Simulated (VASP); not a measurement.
## SrO: single point with PBE

The system is SrO, a sheet with vacuum.

```
CELL_PARAMETERS angstrom
4.14820 0.00000 0.00000
-2.07410 3.59245 0.00000
0.00000 0.00000 20.00000
ATOMIC_POSITIONS crystal
Sr 0.00000 0.00000 0.37026
Sr 0.00000 0.00000 0.62974
O 0.33333 0.66667 0.43085
O 0.33333 0.66667 0.56915
```

The cell was built from a structure type or drawn by symmetry, and may not be a known phase.

* Program: VASP 6.6.1
* Task: single point
* Functional: PBE
* Potentials or basis: VASP PAW PBE potentials, release 64 (Sr_sv, O)
* Cutoff: 520 eV
* k mesh: 6 × 6 × 1
* Occupations: gaussian, width 0.1 eV
* Spin: no spin polarisation
* Dipole correction: yes
* Further INCAR settings: ALGO = Normal; EDIFF = 1e-07; NBANDS = 24

```
Largest force          : 3.247 eV/Å
Band gap on the k mesh : zero (bands 16 and 17 overlap by 0.24 eV)
```

Forces on the atoms (eV/Å):
```
Sr   0.000  0.000  3.247
Sr   0.000  0.000 -3.247
O    0.000  0.000 -3.245
O    0.000  0.000  3.245
```

Levels at points of the mesh, in eV from the Fermi level:
| k point | band 13 | band 14 | band 15 | band 16 | band 17 | band 18 | band 19 | band 20 |
| --- | --- | --- | --- | --- | --- | --- | --- | --- |
| (0.00, 0.00, 0.00) | -0.63 | -0.63 | -0.46 | -0.46 | -0.30 | 0.23 | 1.82 | 2.42 |
| (0.50, 0.00, 0.00) | -0.81 | -0.53 | -0.31 | -0.06 | 1.54 | 1.56 | 2.21 | 2.30 |

Wall time 50 s on 1 thread of Intel(R) Xeon(R) 6975P-C (Granite Rapids), on a shared host, peak memory 0.39 GiB.
